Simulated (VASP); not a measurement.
Set up this calculation in VASP 6.6.1, as the native input.

```
Task                   : relaxation of cell and atoms
Functional             : PBE
Potentials or basis    : VASP PAW PBE potentials, release 64 (Te)
Cutoff                 : 600 eV
k mesh                 : 15 × 15 × 15
Occupations            : gaussian, width 0.1 eV
Spin                   : no spin polarisation
Dipole correction      : no
Further INCAR settings : ALGO = Normal; EDIFF = 1e-07; IBRION = 2; EDIFFG = -0.005; NSW = 100; ISIF = 3
```

The structure of Te lies in POSCAR:

```
Te
1.0
    2.3059043427      1.3313144930      1.6909537039
   -2.3059043427      1.3313144930      1.6909537039
    0.0000000000     -2.6626289859      1.6909537039
Te
1
Direct
    0.5000000000      0.5000000000      0.5000000000
```

These files were run (other wordings do the same):

INCAR

```
SYSTEM = Te
ALGO = Normal ; EDIFF = 1E-7
EDIFFG = -0.005 ; ENCUT = 600
GGA = PE ; IBRION = 2
ISIF = 3 ; ISMEAR = 0
LASPH = .True. ; LCHARG = .False.
LREAL = .False. ; LWAVE = .False.
NELM = 100 ; NSW = 100
PREC = Accurate ; SIGMA = 0.1
```

KPOINTS

```
k-points
0
Gamma
  15 15 15
  0 0 0
```

Potentials or basis: VASP PAW PBE potentials, release 64 (Te).

Launch:

```bash
$ cat potpaw_PBE.64/Te/POTCAR > POTCAR
$ mpirun -np 1 vasp_std > vasp.out
```

Results of the run:

```yaml
Relaxed_volume: 32.70 Å³/atom
Relaxed_cell: a = 3.198 Å, b = 3.198 Å, c = 3.198 Å, α = 89.81°, β = 89.81°, γ = 89.81°
Space_group_after_relaxing_to_0.05_Å: Pm-3m (No. 221)
Energy_gained_by_relaxing: 13.2 meV/atom
Ionic_steps: 10
Pressure_after_relaxing: 0.0 GPa
Band_gap_on_the_k_mesh: zero (band 3 reaches 8.95 eV, above the bottom of band 4 at 3.50 eV)
```

Caveat: spin-orbit coupling is left out, which moves the levels of the heavy elements.

Run time: 4.8 min on 1 thread of AMD EPYC 9R45 96-Core Processor (Zen 5) (shared host), peak memory 0.21 GiB.
